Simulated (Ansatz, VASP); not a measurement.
# Two plane-wave programs on B5P

```
B P
1.0
     0.00000    2.82704    2.82704
     2.82704    0.00000    2.82704
     2.82704    2.82704    0.00000
B P
5 1
Direct
  0.38104 0.38104 0.85687
  0.38104 0.85687 0.38104
  0.85687 0.38104 0.38104
  0.38104 0.38104 0.38104
  0.75000 0.75000 0.75000
  0.00000 0.00000 0.00000
```

Change from the starting cell: species swapped into the DyCu5 type (F-43m, No. 216).

Alike in both runs: functional PBE; k mesh 5 × 5 × 5; occupations gaussian, width 0.2 eV; no spin polarisation.

Ansatz relaxed the structure, and its values are those at the end. VASP's run is a single point on that final structure, the one shown.

```csv
,VASP,Ansatz
version,VASP 6.6.1,Ansatz 0.2.0
potentials or method,"VASP PAW PBE potentials, release 64 (B, P), cutoff 500 eV","scalar-relativistic, plane waves, PAW"
valence electrons in the cell,20,20
```

|  | VASP | Ansatz | Ansatz less VASP |
| --- | --- | --- | --- |
| gap on the k mesh at the Fermi level (eV) | none | none | - |
| pressure (GPa) | -0.7 | -0.6 | +0.16 |
| rms of the force components (eV/Å) | 0.047 | 0.048 | +0.0009 |

A gap of «none» marks a metal or a gap that the smearing closes. With one functional, cell and mesh, what is left measures potentials, basis and numerics.

The k mesh is coarse, so the values compare programs but aren't converged.
